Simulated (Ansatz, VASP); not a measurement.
# One calculation of Pb, two programs

```
Pb
1.0
     0.00000    2.46980    2.56859
     2.46980    0.00000    2.56859
     2.46980    2.46980    0.00000
Pb
1
Cartesian
  0.0000 0.0000 0.0000
```

Change from the starting cell: strain +0.000 along x and y, +0.040 along z, atoms carried along.

Alike in both runs: task single point; functional PBE; k mesh 16 × 16 × 16; occupations gaussian, width 0.15 eV; no spin polarisation.

|  | VASP | Ansatz |
| --- | --- | --- |
| version | VASP 6.6.1 | Ansatz 0.2.0 |
| potentials or method | VASP PAW PBE potentials, release 64 (Pb_d), cutoff 520 eV | scalar-relativistic, plane waves, PAW |
| valence electrons in the cell | 14 | 14 |

|  | VASP | Ansatz | Ansatz less VASP |
| --- | --- | --- | --- |
| gap on the k mesh at the Fermi level (eV) | none | none | - |
| pressure (GPa) | 0.8 | 0.8 | +0.02 |
| traceless stress, the component that is largest in VASP (GPa) | -0.40 | -0.41 | -0.002 |

A gap of «none» marks a metal or a gap that the smearing closes.

Spin-orbit coupling is off throughout.
